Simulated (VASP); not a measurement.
## Li: single point with PBE

Li:

```
CELL_PARAMETERS angstrom
3.05356 0.00000 0.00000
0.00000 5.28893 0.00000
0.00000 0.00000 10.01769
ATOMIC_POSITIONS crystal
Li 0.50000 0.50000 0.00000
Li 0.00000 0.00000 0.00000
Li 0.50000 0.50000 0.50000
Li 0.00000 0.00000 0.50000
Li 0.00000 0.33333 0.75000
Li 0.50000 0.83333 0.75000
Li 0.50000 0.16667 0.25000
Li 0.00000 0.66667 0.25000
```

* Program: VASP 6.6.1
* Task: single point
* Functional: PBE
* Potentials or basis: VASP PAW PBE potentials, release 64 (Li_sv)
* Cutoff: 520 eV
* k mesh: 8 × 4 × 2
* Occupations: gaussian, width 0.2 eV
* Spin: no spin polarisation

```json
{
 "Largest force": "0.010 eV/Å",
 "Band gap on the k mesh": "zero (band 12 reaches 1.73 eV, above the bottom of band 13 at -0.81 eV)"
}
```

Forces on the atoms (eV/Å):
```
Li   0.000  0.000  0.000
Li   0.000  0.000  0.000
Li   0.000  0.000  0.000
Li   0.000  0.000  0.000
Li   0.000 -0.010  0.000
Li   0.000 -0.010  0.000
Li   0.000  0.010  0.000
Li   0.000  0.010  0.000
```

Levels at points of the mesh, in eV from the Fermi level:
| k point | band 9 | band 10 | band 11 | band 12 | band 13 | band 14 | band 15 | band 16 |
| --- | --- | --- | --- | --- | --- | --- | --- | --- |
| (0.00, 0.00, 0.00) | -3.54 | -2.44 | -2.44 | -0.03 | -0.02 | 0.52 | 0.71 | 1.29 |
| (0.50, 0.00, 0.00) | -0.53 | -0.53 | 0.52 | 0.52 | 0.54 | 0.54 | 3.24 | 3.24 |
| (0.00, 0.50, 0.00) | -2.55 | -2.55 | -1.42 | -1.42 | -1.42 | -1.42 | 1.29 | 1.29 |
| (0.50, 0.50, 0.00) | -0.03 | -0.03 | 0.52 | 0.52 | 0.71 | 0.71 | 1.29 | 1.29 |
| (0.00, 0.00, 0.50) | -3.27 | -3.27 | -1.11 | -1.11 | 0.16 | 0.16 | 1.08 | 1.08 |
| (0.50, 0.00, 0.50) | -0.27 | -0.27 | -0.27 | -0.27 | 1.84 | 1.84 | 1.84 | 1.84 |
| (0.00, 0.50, 0.50) | -2.26 | -2.26 | -2.26 | -2.26 | -0.03 | -0.03 | -0.03 | -0.03 |
| (0.50, 0.50, 0.50) | 0.15 | 0.15 | 0.15 | 0.15 | 1.08 | 1.08 | 1.08 | 1.08 |

Run time: 53 s on 1 thread of AMD EPYC 9R45 96-Core Processor (Zen 5), with other jobs on the host, peak memory 0.24 GiB.
